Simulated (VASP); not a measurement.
AlNi3, 4 atoms in the cell. It takes space group Pm-3m (No. 221, cubic). Conventional cell: a = 3.797 Å, b = 3.797 Å, c = 3.797 Å, α = 90.00°, β = 90.00°, γ = 90.00°. Within 3.5 Å of Al (site symmetry m-3m) lie 12 Ni at 2.68 Å. Within 3.5 Å of Ni (site symmetry 4/mmm) lie 4 Al at 2.68 Å and 8 Ni at 2.68 Å.  This cell differs from its parent crystal: Pd replaced by Ni, lengths x 0.950, strained.

* Program: VASP 6.6.1
* Task: single point
* Functional: PBE
* Potentials or basis: VASP PAW PBE potentials, release 64 (Al, Ni)
* Cutoff: 520 eV
* k mesh: 12 × 12 × 12
* Occupations: gaussian, width 0.1 eV
* Spin: collinear spin, ferromagnetic start
* Starting moments: [0.0, 0.33, 0.33, 0.33] μB
* Dipole correction: no
* Further INCAR settings: ALGO = Fast; EDIFF = 1e-06; NBANDS = 28

Potentials or basis: VASP PAW PBE potentials, release 64 (Al, Ni).

Command:

```bash
$ cat potpaw_PBE.64/Al/POTCAR potpaw_PBE.64/Ni/POTCAR > POTCAR
$ mpirun -np 1 vasp_std > vasp.out
```

Hardware: 1 thread of Intel(R) Xeon(R) 6975P-C (Granite Rapids), with other jobs on the host.

Q: How long does it take, and how much memory?

A: It took 92 s on 1 thread of Intel(R) Xeon(R) 6975P-C (Granite Rapids), on a shared host, peak memory 0.3 GiB. Counts: scf iterations 15, k points 84.
